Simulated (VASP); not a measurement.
## Zr2C3: relaxation of cell and atoms with PBE

The system is Zr2C3.

```xyz
5
Lattice="3.0419 -1.6781 0.0000 3.0419 1.6781 0.0000 -2.8011 0.0000 6.0075" Properties=species:S:1:pos:R:3 pbc="T T T"
Zr    3.9960    0.0000    1.2863
Zr   -0.7133    0.0000    4.7211
C     0.0000    0.0000    0.0000
C     1.1178    0.0000    3.3941
C     2.1649    0.0000    2.6133
```

* Program: VASP 6.6.1
* Task: relaxation of cell and atoms
* Functional: PBE
* Potentials or basis: VASP PAW PBE potentials, release 64 (Zr_sv, C)
* Cutoff: 600 eV
* k mesh: 14 × 14 × 6
* Occupations: gaussian, width 0.1 eV
* Spin: no spin polarisation
* Dipole correction: no
* Further INCAR settings: ALGO = Fast; EDIFF = 1e-06; IBRION = 2; EDIFFG = -0.01; NSW = 100; ISIF = 3

The relaxed volume is 12.28 Å³/atom, the relaxed cell is a = 3.469 Å, b = 3.469 Å, c = 6.639 Å, α = 111.65°, β = 111.65°, γ = 57.92° and the space group after relaxing (to 0.1 Å) is C2/m (No. 12). The energy gained by relaxing is 0.1 meV/atom, the ionic steps are 8 and the pressure after relaxing is 0.0 GPa. The largest force after relaxing is 0.006 eV/Å. The band gap on the k mesh is zero (bands 18 and 19 overlap by 1.62 eV).

Forces in eV/Å, atoms in the order of the input:
```
Zr   0.002  0.000  0.003
Zr  -0.002  0.000 -0.003
C    0.000  0.000  0.000
C    0.005  0.000 -0.004
C   -0.005  0.000  0.004
```

Stress tensor (GPa, compression positive):
```
-0.01  0.00  0.09
 0.00  0.02  0.00
 0.09  0.00  0.05
```

Step by step:
```
step  energy change (eV)  largest force (eV/Å)  pressure (GPa)  volume (Å³)
   1              0.0000                0.0627            0.11        61.33
   2              0.0005                0.2830           -0.33        61.41
   3             -0.0001                0.0335            0.04        61.35
   4             -0.0003                0.0230           -0.07        61.41
   5             -0.0003                0.0254           -0.07        61.42
   6             -0.0003                0.0394            0.04        61.39
   7             -0.0003                0.0389            0.05        61.39
   8             -0.0003                0.0060            0.02        61.39
```

Final structure:
```
Zr C
1.0
     3.03541   -1.67973   -0.00107
     3.03541    1.67973   -0.00107
    -2.79726    0.00000    6.02105
Zr C
2 3
Direct
  0.75545 0.75545 0.21363
  0.24455 0.24455 0.78637
  0.00000 0.00000 0.00000
  0.44405 0.44405 0.56524
  0.55595 0.55595 0.43476
```

Levels at points of the mesh, in eV from the Fermi level:
| k point | band 14 | band 15 | band 16 | band 17 | band 18 | band 19 | band 20 | band 21 | band 22 |
| --- | --- | --- | --- | --- | --- | --- | --- | --- | --- |
| (0.00, 0.00, 0.00) | -4.60 | -2.26 | -1.66 | -1.54 | -1.38 | -0.84 | -0.02 | 1.75 | 2.30 |
| (0.50, 0.00, 0.00) | -4.41 | -4.14 | -3.11 | -2.41 | -1.27 | -0.13 | 2.45 | 3.41 | 3.72 |
| (0.50, 0.50, 0.00) | -4.04 | -3.44 | -2.36 | -2.25 | -2.01 | 1.87 | 2.88 | 3.15 | 3.29 |
| (0.00, 0.00, 0.50) | -4.07 | -3.95 | -2.95 | -2.30 | 0.50 | 0.59 | 0.75 | 0.82 | 1.08 |
| (0.50, 0.00, 0.50) | -4.43 | -3.43 | -3.39 | -2.48 | -2.09 | 2.00 | 2.64 | 2.71 | 3.26 |
| (0.50, 0.50, 0.50) | -4.49 | -4.04 | -3.03 | -2.65 | -0.83 | 1.39 | 2.96 | 3.21 | 3.49 |

Wall time 37 min on 1 thread of Oxide Virtual Turin-like Processor (shared host), peak memory 0.54 GiB.
